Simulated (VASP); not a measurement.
# LiAl32 (a cell with a defect) in VASP: single point with PBE

Aim: the single point of LiAl32 (a cell with a defect) with PBE.

All numbers are computed with VASP 6.6.1; they aren't measurements. Logs are shortened: lines on timing, memory, paths and dates and some standing lists are left out, and cuts for length are marked.

## Step 1: The cell of the first run

The cell holds a defect, 33 atoms: a = 8.100 Å, b = 8.100 Å, c = 8.100 Å, α = 90.00°, β = 90.00°, γ = 90.00°.

## Step 2: Single point, PBE

Input file INCAR:

```
SYSTEM = LiAl32
ALGO     = Normal         ! electronic algorithm
EDIFF    = 1E-6           ! SCF threshold, eV
ENCUT    = 520            ! plane-wave cutoff, eV
GGA      = PE             ! functional
ISIF     = 2              ! what is computed and relaxed
ISMEAR   = 0              ! smearing method
LASPH    = .TRUE.         ! aspherical terms in the spheres
LCHARG   = .FALSE.        ! write CHGCAR
LREAL    = Auto         
LWAVE    = .FALSE.        ! write WAVECAR
NBANDS   = 72             ! bands
NELM     = 80             ! most SCF steps
PREC     = Accurate       ! precision mode
SIGMA    = 0.1            ! smearing width, eV
```

Input file KPOINTS:

```
k-points
0
G
  3 3 3
  0 0 0
```

Input file POSCAR:

```
LiAl32
1.0
    8.1000000000      0.0000000000      0.0000000000
    0.0000000000      8.1000000000      0.0000000000
    0.0000000000      0.0000000000      8.1000000000
Al Li
32 1
Direct
    0.5006020988      0.0083702469     -0.0011241975
    0.7602292593      0.2531016049     -0.0014586420
    0.7458464198      0.0081877778      0.2523779012
    0.0060771605      0.0072591358     -0.0013843210
    0.2522923457      0.2498012346     -0.0012246914
    0.5039349383      0.4895456790     -0.0012013580
    0.7582512346      0.7602564198     -0.0012927160
    0.2618656790      0.0008125926      0.2574982716
    0.5056241975      0.2635135802      0.2388179012
    0.7583238272      0.5086420988      0.2411238272
    0.4765775309     -0.1431875309      0.4991429630
    0.7735600000      0.2881217284      0.4983549383
    0.7454467901      0.0078924691      0.7446928395
    0.0053616049      0.5020479012     -0.0013434568
    0.2443455556      0.7541083951     -0.0011072840
    0.0089295062      0.2516601235      0.2445256790
    0.2508375309      0.5036614815      0.2468614815
    0.5043762963      0.7402765432      0.2115695062
   -0.0080450617      0.0169501235      0.4986334568
    0.2569528395      0.2514767901      0.4986791358
    0.4977708642      0.5141339506      0.4988092593
    0.7775195062      0.7455743210      0.4984520988
    0.2616196296      0.0006932099      0.7401951852
    0.5053286420      0.2632364198      0.7586651852
    0.7581075309      0.5085167901      0.7559958025
   -0.0035003704      0.7587261728      0.2384449383
    0.0133495062      0.4905859259      0.4986532099
    0.1934555556      0.7474816049      0.4987487654
    0.0086434568      0.2515850617      0.7527032099
    0.2506880247      0.5036386420      0.7507023457
    0.5040732099      0.7400907407      0.7864880247
   -0.0036622222      0.7586556790      0.7589216049
    0.5468128395      0.1200075309      0.4984844444
```

Potentials or basis: VASP PAW PBE potentials, release 64 (Al, Li_sv).

The run is started by

```bash
cat potpaw_PBE.64/Al/POTCAR potpaw_PBE.64/Li_sv/POTCAR > POTCAR
mpirun -np 1 vasp_std > vasp.out
```

OUTCAR:

```text
SYSTEM = LiAl32
   EDIFF = 1E-6
   ENCUT = 520
   GGA = PE
   ISIF = 2
   ISMEAR = 0
   LASPH = .TRUE.
   LREAL = Auto
   NELM = 80
   PREC = Accurate

 ion  position               nearest neighbor table
   1  0.501  0.008  0.999-  31 2.77  18 2.77   5 2.81  24 2.84   9 2.84   8 2.85  23 2.85   3 2.86
                            13 2.86   2 2.89   7 2.90  15 2.92
   2  0.760  0.253  0.999-   4 2.82   6 2.82  14 2.83  29 2.83  16 2.83  24 2.84   9 2.84  25 2.85
                            10 2.85   3 2.86  13 2.86   1 2.89
   3  0.746  0.008  0.252-  33 2.72  19 2.82   9 2.84   1 2.86   2 2.86  26 2.87   7 2.87  16 2.90
                            22 2.93  18 2.94   4 2.94  12 3.03  11 3.20
   4  0.006  0.007  0.999-  32 2.80  26 2.80   5 2.80  29 2.81  16 2.81  15 2.82   2 2.82   7 2.83
                             3 2.94  23 2.94  13 2.95   8 2.95
   5  0.252  0.250  0.999-   4 2.80  16 2.80  29 2.80   1 2.81   6 2.82  24 2.83   9 2.83  14 2.86
                            30 2.87  17 2.88  23 2.91   8 2.91
   6  0.504  0.490  0.999-  31 2.66  18 2.66   9 2.67  24 2.67   5 2.82   2 2.82  10 2.85  25 2.85
                            17 2.87  30 2.87  15 3.00   7 3.01
   7  0.758  0.760  0.999-  31 2.69  18 2.69  32 2.74  26 2.74  10 2.83  25 2.83   4 2.83   3 2.87
                            13 2.88  14 2.89   1 2.90   6 3.01
   8  0.262  0.001  0.257-  20 2.82   1 2.85  11 2.87  28 2.89  16 2.89  15 2.90   9 2.91  18 2.91
                             5 2.91  26 2.91  19 2.93   4 2.95
   9  0.506  0.264  0.239-  33 2.43   6 2.67   5 2.83  17 2.84   2 2.84   1 2.84   3 2.84  10 2.85
[... 32 lines left out ...]
                             2 2.85  29 2.91  27 2.94  21 2.96
  26  0.996  0.759  0.238-  28 2.65   7 2.74  22 2.76  15 2.79  10 2.80   4 2.80  14 2.85   3 2.87
                             8 2.91  17 2.92  19 2.97  27 3.03
  27  0.013  0.491  0.499-  28 2.54  12 2.54  20 2.76  17 2.81  30 2.81  22 2.81  29 2.83  16 2.83
                            10 2.94  25 2.94  32 3.03  26 3.03
  28  0.193  0.747  0.499-  11 2.46  27 2.54  32 2.65  26 2.65  19 2.73  17 2.88  30 2.88   8 2.89
                            23 2.89  21 3.11
  29  0.009  0.252  0.753-  19 2.80   5 2.80   4 2.81  12 2.82  27 2.83  30 2.83   2 2.83  14 2.84
                            20 2.88  23 2.89  13 2.91  25 2.91
  30  0.251  0.504  0.751-  27 2.81  31 2.82  14 2.83  29 2.83  24 2.84  15 2.86  21 2.86   6 2.87
                             5 2.87  28 2.88  20 2.89  32 2.92
  31  0.504  0.740  0.786-  11 2.52   6 2.66   7 2.69  15 2.72   1 2.77  25 2.80  30 2.82  23 2.91
                            13 2.94  21 2.96  22 3.22
  32  0.996  0.759  0.759-  28 2.65   7 2.74  22 2.76  15 2.80  25 2.80   4 2.80  14 2.85  13 2.87
                            23 2.91  30 2.92  19 2.97  27 3.03
  33  0.547  0.120  0.498-  11 2.21  12 2.29   9 2.43  24 2.43  20 2.58  13 2.72   3 2.72

  LATTYP: Found a simple cubic cell.
 ALAT       =     8.1000000000

  Lattice vectors:

 A1 = (   8.1000000000,   0.0000000000,   0.0000000000)
 A2 = (   0.0000000000,   8.1000000000,   0.0000000000)
 A3 = (   0.0000000000,   0.0000000000,   8.1000000000)

Analysis of symmetry for initial positions (statically):
=====================================================================
 Subroutine PRICEL returns:
 Original cell was already a primitive cell.

 Routine SETGRP: Setting up the symmetry group for a
 simple cubic supercell.

 Subroutine GETGRP returns: Found  1 space group operations
 (whereof  1 operations were pure point group operations)
 out of a pool of 48 trial point group operations.

The static configuration has the point symmetry C_1 .

Analysis of symmetry for dynamics (positions and initial velocities):
=====================================================================
 Subroutine PRICEL returns:
 Original cell was already a primitive cell.

 Routine SETGRP: Setting up the symmetry group for a
 simple cubic supercell.

 Subroutine GETGRP returns: Found  1 space group operations
 (whereof  1 operations were pure point group operations)
 out of a pool of 48 trial point group operations.

The dynamic configuration has the point symmetry C_1 .

 Subroutine INISYM returns: Found  1 space group operations
 (whereof  1 operations are pure point group operations),
 and found     1 'primitive' translations

----------------------------------------------------------------------------------------

                                     Primitive cell

  volume of cell :     531.4410

  direct lattice vectors                    reciprocal lattice vectors
[... 90 lines left out ...]
     0.000000000  0.041152263  0.000000000     0.000000000  0.333333333  0.000000000
     0.000000000  0.000000000  0.041152263     0.000000000  0.000000000  0.333333333

  Length of vectors
     0.041152263  0.041152263  0.041152263

  Shift w.r.t. Gamma in fractional coordinates (k-lattice)
     0.000000000  0.000000000  0.000000000

 Subroutine IBZKPT returns following result:
 ===========================================

 Found     14 irreducible k-points:

 Following reciprocal coordinates:
            Coordinates               Weight
  0.000000  0.000000  0.000000      1.000000
  0.333333  0.000000  0.000000      2.000000
  0.000000  0.333333  0.000000      2.000000
  0.000000  0.000000  0.333333      2.000000
  0.333333  0.333333  0.000000      2.000000
  0.000000  0.333333  0.333333      2.000000
  0.333333  0.000000  0.333333      2.000000
 -0.333333  0.333333  0.000000      2.000000
 -0.333333  0.000000  0.333333      2.000000
  0.000000 -0.333333  0.333333      2.000000
  0.333333  0.333333  0.333333      2.000000
 -0.333333  0.333333  0.333333      2.000000
 -0.333333 -0.333333  0.333333      2.000000
  0.333333 -0.333333  0.333333      2.000000
   k-points           NKPTS =     14   k-points in BZ     NKDIM =     14   number of bands    NBANDS=     72
   number of dos      NEDOS =    301   number of ions     NIONS =     33
   total plane-waves  NPLWV = 216000
   dimension x,y,z NGX =    60 NGY =   60 NGZ =   60
   dimension x,y,z NGXF=   120 NGYF=  120 NGZF=  120
   ions per type =              32   1
   NGX,Y,Z   is equivalent  to a cutoff of  12.31, 12.31, 12.31 a.u.
   NGXF,Y,Z  is equivalent  to a cutoff of  24.63, 24.63, 24.63 a.u.
 SYSTEM =  LiAl32
   PREC   = accura    normal or accurate (medium, high low for compatibility)
   ISTART =      0    job   : 0-new  1-cont  2-samecut
   ICHARG =      2    charge: 1-file 2-atom 10-const
   ISPIN  =      1    spin polarized calculation?
   LNONCOLLINEAR =      F non collinear calculations
   LSORBIT =      F    spin-orbit coupling
   LASPH  =      T    aspherical Exc in radial PAW
   ENCUT  =  520.0 eV  38.22 Ry    6.18 a.u.  15.06 15.06 15.06*2*pi/ulx,y,z
   NELM   =     80;   NELMIN=  2; NELMDL= -5     # of ELM steps
   EDIFF  = 0.1E-05   stopping-criterion for ELM
   LREAL  =      T    real-space projection
   EDIFFG = 0.1E-04   stopping-criterion for IOM
   NSW    =      0    number of steps for IOM
   IBRION =     -1    ionic relax: 0-MD 1-quasi-New 2-CG
   NFREE  =      0    steps in history (QN), initial steepest desc. (CG)
   ISIF   =      2    stress and relaxation
   ISYM   =      2    0-nonsym 1-usesym 2-fastsym
   POTIM  = 0.5000    time-step for ionic-motion
   TEBEG  =    0.0;   TEEND  =   0.0 temperature during run
   PSTRESS=    0.0 pullay stress
   NELECT =      99.0000    total number of electrons
   NUPDOWN=      -1.0000    fix difference up-down
   EMIN   =  10.00;   EMAX   =-10.00  energy-range for DOS
   EFERMI =   0.00;   METHOD = LEGACY
   ISMEAR =     0;   SIGMA  =   0.10  broadening in eV -4-tet -1-fermi 0-gaus
   EFERMI_NEDOS =   21; number of points for ismear=-14 and -15
   IALGO  =     38    algorithm
   IMIX   =      4    mixing-type and parameters
     AMIX     =   0.40;   BMIX     =  1.00
     AMIX_MAG =   1.60;   BMIX_MAG =  1.00
  volume/ion in A,a.u.               =      16.10       108.68
  Fermi-wavevector in a.u.,A,eV,Ry     =   0.934978  1.766853 11.894002  0.874184
  Thomas-Fermi vector in A             =   2.061839
   LORBIT       =      0    0 simple, 1 ext, 2 COOP (PROOUT), +10 PAW based schemes
   GGA     = PE    functional components
   LHFCALC =     F    Hartree Fock is set to
   AEXX    =    0.0000 exact exchange contribution
   IVDW    =     0    specifies the selected vdW correction
   LEPSILON=     F    determine dielectric tensor
   LRPA    =     F    only Hartree local field effects (RPA)
 non-spin polarized calculation
 Gauss-broadening in eV      SIGMA  =   0.10
  energy-cutoff  :      520.00
  volume of cell :      531.44
 maximum number of plane-waves:     14358
   NGX = 31   NGY = 31   NGZ = 31

 number of electron      99.0000000 magnetization

 Free energy of the ion-electron system (eV)
  ---------------------------------------------------
  ext. energy  EPLUGINS =         0.00000000
  ---------------------------------------------------
  free energy    TOTEN  =      -120.14779422 eV

  energy without entropy =     -120.11463381  energy(sigma->0) =     -120.13121402

 E-fermi :   7.9478     XC(G=0): -10.2123

 val. band max:        7.9373501200   @ k =   0.0000   0.3333   0.0000
 cond. band min:       7.9579397902   @ k =   0.0000   0.3333   0.0000
 fundamental gap:      0.0205896702
 Fermi energy:         7.9477532797

 k-point     1 :       0.0000    0.0000    0.0000
  band No.  band energies     occupation
      1     -37.9875      2.00000
      2      -3.1401      2.00000
      3      -1.1368      2.00000
      4      -1.0542      2.00000
      5      -0.8787      2.00000
      6      -0.8642      2.00000
[... 885 lines left out ...]
     60       9.7103      0.00000
     61       9.7647      0.00000
 [bands above 61 left out]

------------------------ aborting loop because EDIFF is reached ----------------------------------------

  FORCE on cell =-STRESS in cart. coord.  units (eV):
  Direction    XX          YY          ZZ          XY          YZ          ZX
  --------------------------------------------------------------------------------------
  -------------------------------------------------------------------------------------
  Total       11.2803357     10.6864687     12.2132457      3.0548365     -0.0349239     -0.0456088
  in kB       34.0077227     32.2173446     36.8202405      9.2096580     -0.1052879     -0.1375004
  external PRESSURE =      34.3484359 kB  Pullay stress =       0.0000000 kB

 VOLUME and BASIS-vectors are now :
 -----------------------------------------------------------------------------
  energy-cutoff  :      520.00
  volume of cell :      531.44
      direct lattice vectors                 reciprocal lattice vectors
     8.100000000  0.000000000  0.000000000     0.123456790  0.000000000  0.000000000
     0.000000000  8.100000000  0.000000000     0.000000000  0.123456790  0.000000000
     0.000000000  0.000000000  8.100000000     0.000000000  0.000000000  0.123456790

 POSITION                                       TOTAL-FORCE (eV/Angst)
 -----------------------------------------------------------------------------------
      4.05488      0.06780      8.09089         0.027917      0.002995     -0.003823
      6.15786      2.05012      8.08818         0.010619     -0.042879      0.002099
      6.04136      0.06632      2.04426        -0.043796      0.016930      0.081537
      0.04923      0.05880      8.08879        -0.025782     -0.004950      0.003910
      2.04357      2.02339      8.09008        -0.012518      0.002981     -0.004313
      4.08187      3.96532      8.09027        -0.002696      0.011106      0.001836
[... 25 lines left out ...]
      8.07034      6.14511      6.14726         0.023273      0.016840      0.003117
      4.42918      0.97206      4.03772        -0.387352      0.232416     -0.001230
 -----------------------------------------------------------------------------------
    total drift:                                0.005164     -0.009073     -0.016591

  FREE ENERGIE OF THE ION-ELECTRON SYSTEM (eV)
  ---------------------------------------------------
  free  energy   TOTEN  =      -120.1477942223 eV

  energy  without entropy=     -120.1146338126  energy(sigma->0) =     -120.13121402
```

It took 21 min on 1 thread of Intel Xeon 8259CL, shared host; peak memory 0.63 GiB.

Results:

* Free energy: -120.1478 eV
* Largest force: 0.452 eV/Å
* Band gap on the k mesh: zero (an odd number of electrons rules out a gap without spin polarisation)

Forces on the atoms (eV/Å):
```
Al   0.028  0.003 -0.004
Al   0.011 -0.043  0.002
Al  -0.044  0.017  0.082
Al  -0.026 -0.005  0.004
Al  -0.013  0.003 -0.004
Al  -0.003  0.011  0.002
Al   0.032  0.030  0.003
Al   0.040  0.009  0.029
Al  -0.021  0.038 -0.084
Al   0.017 -0.028  0.001
Al   0.129 -0.101  0.006
Al   0.060 -0.132  0.007
Al  -0.041  0.019 -0.080
Al   0.008  0.003  0.001
Al  -0.015  0.013  0.002
Al  -0.007 -0.019 -0.007
Al  -0.020  0.020 -0.030
Al   0.005 -0.009 -0.021
Al   0.081 -0.042  0.000
Al  -0.075  0.054  0.003
Al   0.063 -0.078  0.000
Al   0.074 -0.056  0.006
Al   0.039  0.011 -0.034
Al  -0.019  0.036  0.078
Al   0.016 -0.028 -0.012
Al   0.023  0.018 -0.005
Al  -0.043  0.029  0.002
Al   0.081 -0.013  0.000
Al  -0.001 -0.019  0.008
Al  -0.022  0.018  0.026
Al   0.008 -0.008  0.016
Al   0.023  0.017  0.003
Li  -0.387  0.232 -0.001
```

Caveat: the cutoff is under 1.25 times the usual one of these potentials, so pressure, stress and relaxed cells hold a basis-set (Pulay) error.

The gap in the log of VASP goes by the Fermi energy; the results here count the filled bands.